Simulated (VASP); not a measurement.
# AlGa3P4 (I-42m) in VASP: a series of runs, part 2 of 2

VASP 6.6.1.

## 3. Single point, PBE (20.25 Å³/atom)

This run uses another cell than the first one, of 20.25 Å³/atom.

Input file INCAR:

```
PREC     = Accurate       # precision mode
ENCUT    = 520            # plane-wave cutoff, eV
EDIFF    = 1E-6           # SCF threshold, eV
ISMEAR   = 0              # smearing method
SIGMA    = 0.02           # smearing width, eV
LREAL    = False          # projectors in reciprocal space
LASPH    = True           # aspherical terms in the spheres
NELM     = 80             # most SCF steps
ALGO     = Normal         # electronic algorithm
ISIF     = 2              # what is computed and relaxed
LWAVE    = False          # write WAVECAR
LCHARG   = False          # write CHGCAR
GGA      = PE             # functional
NBANDS   = 41             # bands
```

Input file KPOINTS:

```
Automatic mesh
0
Gamma
  8 8 8
```

Input file POSCAR:

```
AlGa3P4
1.0
   -2.7258138517      2.7258138517      5.4514485319
    2.7258138517     -2.7258138517      5.4514485319
    2.7258138517      2.7258138517     -5.4514485319
Al Ga P
1 3 4
Direct
    0.5000000000      0.5000000000      0.0000000000
    0.0000000000      0.0000000000      0.0000000000
    0.2500000000      0.7500000000      0.5000000000
    0.7500000000      0.2500000000      0.5000000000
    0.1256490000      0.1256490000      0.5007810000
    0.3751320000      0.8743510000      0.0000000000
    0.6248680000      0.6248680000      0.4992190000
    0.8743510000      0.3751320000      0.0000000000
```

Potentials or basis: VASP PAW PBE potentials, release 64 (Al, Ga_d, P).

Started as:

```console
cat potpaw_PBE.64/Al/POTCAR potpaw_PBE.64/Ga_d/POTCAR potpaw_PBE.64/P/POTCAR > POTCAR
mpirun -np 1 vasp_std > vasp.out
```

OUTCAR:

```text
PREC = Accurate
   ENCUT = 520
   EDIFF = 1E-6
   ISMEAR = 0
   LREAL = False
   LASPH = True
   NELM = 80
   ISIF = 2
   GGA = PE

 ion  position               nearest neighbor table
   1  0.500  0.500  0.000-   5 2.36   6 2.36   8 2.36   7 2.36
   2  0.000  0.000  0.000-   7 2.36   6 2.36   8 2.36   5 2.36
   3  0.250  0.750  0.500-   5 2.36   7 2.36   8 2.36   6 2.36
   4  0.750  0.250  0.500-   5 2.36   7 2.36   6 2.36   8 2.36
   5  0.126  0.126  0.501-   1 2.36   2 2.36   4 2.36   3 2.36
   6  0.375  0.874  0.000-   1 2.36   2 2.36   4 2.36   3 2.36
   7  0.625  0.625  0.499-   1 2.36   2 2.36   3 2.36   4 2.36
   8  0.874  0.375  0.000-   1 2.36   2 2.36   3 2.36   4 2.36

  LATTYP: Found a body centered tetragonal cell.
 ALAT       =     5.4516277034
 C/A-ratio  =     1.9999342686

  Lattice vectors:

 A1 = (  -2.7258138517,   2.7258138517,   5.4514485319)
 A2 = (   2.7258138517,  -2.7258138517,   5.4514485319)
 A3 = (   2.7258138517,   2.7258138517,  -5.4514485319)

Analysis of symmetry for initial positions (statically):
=====================================================================
 Subroutine PRICEL returns:
 Original cell was already a primitive cell.

 Routine SETGRP: Setting up the symmetry group for a
 body centered tetragonal supercell.

 Subroutine GETGRP returns: Found  8 space group operations
 (whereof  8 operations were pure point group operations)
 out of a pool of 16 trial point group operations.

The static configuration has the point symmetry D_2d.

Analysis of symmetry for dynamics (positions and initial velocities):
=====================================================================
 Subroutine PRICEL returns:
 Original cell was already a primitive cell.

 Routine SETGRP: Setting up the symmetry group for a
 body centered tetragonal supercell.

[... 139 lines left out ...]
  Thomas-Fermi vector in A             =   2.324677
   LORBIT       =      0    0 simple, 1 ext, 2 COOP (PROOUT), +10 PAW based schemes
   GGA     = PE    functional components
   LHFCALC =     F    Hartree Fock is set to
   AEXX    =    0.0000 exact exchange contribution
   IVDW    =     0    specifies the selected vdW correction
   LEPSILON=     F    determine dielectric tensor
   LRPA    =     F    only Hartree local field effects (RPA)
 non-spin polarized calculation
 Gauss-broadening in eV      SIGMA  =   0.02
  energy-cutoff  :      520.00
  volume of cell :      162.02
 maximum number of plane-waves:      4400
 NGX is ok and might be reduce to    50
   NGX = 25   NGY = 25   NGZ = 25

 number of electron      62.0000008 magnetization

 Free energy of the ion-electron system (eV)
  ---------------------------------------------------
  ext. energy  EPLUGINS =         0.00000000
  ---------------------------------------------------
  free energy    TOTEN  =       -37.70484839 eV

  energy without entropy =      -37.70484839  energy(sigma->0) =      -37.70484839

 E-fermi :   4.7626     XC(G=0):  -9.6803

 val. band max:        4.6312675907   @ k =   0.0000   0.0000   0.0000
 cond. band min:       6.2520938190   @ k =  -0.1250  -0.1250   0.1250
 fundamental gap:      1.6208262283
 Fermi energy:         4.7625864101

 k-point     1 :       0.0000    0.0000    0.0000
  band No.  band energies     occupation
      1      -9.8855      2.00000
      2      -9.8723      2.00000
      3      -9.8723      2.00000
      4      -9.7897      2.00000
      5      -9.7897      2.00000
      6      -9.7826      2.00000
[... 1045 lines left out ...]
     40      10.2879      0.00000
     41      10.4253      0.00000

 [... further k-points ...]

------------------------ aborting loop because EDIFF is reached ----------------------------------------

  FORCE on cell =-STRESS in cart. coord.  units (eV):
  Direction    XX          YY          ZZ          XY          YZ          ZX
  --------------------------------------------------------------------------------------
  -------------------------------------------------------------------------------------
  Total        2.5236455      2.5236455      2.5254094      0.0000000     -0.0000000      0.0000000
  in kB       24.9559804     24.9559804     24.9734236      0.0000000     -0.0000000      0.0000000
  external PRESSURE =      24.9617948 kB  Pullay stress =       0.0000000 kB

 VOLUME and BASIS-vectors are now :
 -----------------------------------------------------------------------------
  energy-cutoff  :      520.00
  volume of cell :      162.02
      direct lattice vectors                 reciprocal lattice vectors
    -2.725813852  2.725813852  5.451448532     0.000000000  0.183431455  0.091718742
     2.725813852 -2.725813852  5.451448532     0.183431455  0.000000000  0.091718742
     2.725813852  2.725813852 -5.451448532     0.183431455  0.183431455  0.000000000

 POSITION                                       TOTAL-FORCE (eV/Angst)
 -----------------------------------------------------------------------------------
      0.00000      0.00000      5.45145        -0.000000     -0.000000     -0.000000
      0.00000      0.00000      0.00000        -0.000000     -0.000000      0.000000
      2.72581      0.00000      2.72572         0.000000     -0.000000      0.000000
      0.00000      2.72581      2.72572         0.000000     -0.000000     -0.000000
      1.36504      1.36504     -1.36004        -0.004174     -0.004174     -0.004139
      1.36078     -1.36078      6.81149         0.004174     -0.004174      0.004139
      1.36078      1.36078      4.09140         0.004174      0.004174     -0.004139
     -1.36078      1.36078      6.81149        -0.004174      0.004174      0.004139
 -----------------------------------------------------------------------------------
    total drift:                               -0.000013     -0.000013     -0.000008

  FREE ENERGIE OF THE ION-ELECTRON SYSTEM (eV)
  ---------------------------------------------------
  free  energy   TOTEN  =       -37.7048483914 eV

  energy  without entropy=      -37.7048483914  energy(sigma->0) =      -37.70484839
```

stdout:

```text
POSCAR found type information on POSCAR AlGaP
 POSCAR found :  3 types and       8 ions
 scaLAPACK will be used
 LDA part: xc-table for (Slater+PW92), standard interpolation
 POSCAR, INCAR and KPOINTS ok, starting setup
 FFT: planning ... GRIDC
 FFT: planning ... GRID_SOFT
 FFT: planning ... GRID
 WAVECAR not read
 entering main loop
```

Wall time 4.7 min (1 thread of Intel Xeon Platinum 8559C (Emerald Rapids), shared host); peak memory 0.54 GiB.

What came out:

| Item | Value |
| --- | --- |
| Free energy | -37.7048 eV |
| Pressure | 2.5 GPa |
| Largest force | 0.007 eV/Å |
| Band gap on the k mesh | 1.62 eV (least direct gap 1.66 eV) |

Forces on the atoms (eV/Å):
```
Al   0.000  0.000  0.000
Ga   0.000  0.000  0.000
Ga   0.000  0.000  0.000
Ga   0.000  0.000  0.000
P   -0.004 -0.004 -0.004
P    0.004 -0.004  0.004
P    0.004  0.004 -0.004
P   -0.004  0.004  0.004
```

Levels at points of the mesh, in eV from the valence-band top:
| k point | band 28 | band 29 | band 30 | band 31 | band 32 | band 33 | band 34 | band 35 |
| --- | --- | --- | --- | --- | --- | --- | --- | --- |
| (0.00, 0.00, 0.00) | -2.53 | -0.01 | 0.00 | 0.00 | 1.66 | 1.84 | 2.31 | 4.06 |
| (0.50, 0.00, 0.00) | -2.20 | -2.17 | -1.22 | -1.12 | 3.29 | 3.35 | 3.72 | 3.86 |
| (0.50, 0.50, 0.00) | -1.04 | -1.04 | -0.99 | -0.98 | 1.72 | 2.10 | 3.30 | 3.50 |
| (0.50, 0.50, 0.50) | -1.64 | -1.64 | -1.51 | -1.51 | 1.64 | 1.64 | 1.73 | 1.98 |

A k mesh can miss the band edges.
